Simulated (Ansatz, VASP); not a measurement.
One calculation of Ni, two programs

The input INCAR:

```
ALGO = Normal ; EDIFF = 1E-6
ENCUT = 520 ; GGA = PE
ISIF = 2 ; ISMEAR = 0
ISPIN = 2 ; LASPH = True
LCHARG = True ; LELF = True
LMAXMIX = 4 ; LORBIT = 11
LREAL = False ; LVHAR = True
LWAVE = False ; MAGMOM = 2
NBANDS = 15 ; NELM = 150
PREC = Accurate ; SIGMA = 0.05
```

Contents of KPOINTS:

```
k-points
0
Gamma
  20 20 20
```

The input POSCAR:

```
Ni
1.0
    0.0000000000      1.7619350000      1.7619350000
    1.7619350000      0.0000000000      1.7619350000
    1.7619350000      1.7619350000      0.0000000000
Ni
1
Direct
    0.0000000000      0.0000000000      0.0000000000
```

Input for Ansatz:

```yaml
crystal:
  lattice:
    - [0.0, 1.761935, 1.761935]
    - [1.761935, 0.0, 1.761935]
    - [1.761935, 1.761935, 0.0]
  atoms:
    - { symbol: Ni, position: [0.0, 0.0, 0.0], spin: 2.0 }
basis:
  ecutwfc: 420
kpoints:
  mp_grid: { grid: [20, 20, 20] }
hamiltonian:
  xc: pbe
scf:
  occupations: { method: gaussian, width: 0.05 }
output:
  forces: true
  eigenvalues: true
  eigenstates:
    nscf_kmesh: { grid: [34, 34, 34] }
    top_band: c6
    de_dk: true
    localisation: false
  stress: true
  populations: true
checkpoint:
  write: ck
  compress: false
  write_wavefunctions: false
  write_every: 100000
magnetization:
  spin_polarized: true
```

Alike in both runs: task single point; functional PBE; k mesh 20 × 20 × 20; occupations gaussian, width 0.05 eV; collinear spin.

|  | VASP | Ansatz |
| --- | --- | --- |
| version | VASP 6.6.1 | Ansatz 0.2.0 |
| potentials or method | VASP PAW PBE potentials, release 64 (Ni), cutoff 520 eV | scalar-relativistic, plane waves, PAW |
| valence electrons in the cell | 10 | 18 |

VASP gave:

- pressure (GPa): -1.0
- net moment per atom (μB): 0.63
- size of the moment on the site where the two differ most (μB): 0.64

Q: Estimate Ansatz's values.

A: Pressure (GPa): -0.9; net moment per atom (μB): 0.64; size of the moment on the site where the two differ most (μB): 0.68.

Site moments also hang on the region over which each program counts them. The functional is the same, so the differences come from potentials, cutoffs and numerics. VASP's potentials hold 10 valence electrons a cell and Ansatz's 18, so a difference there can come from the potentials and not from the codes.
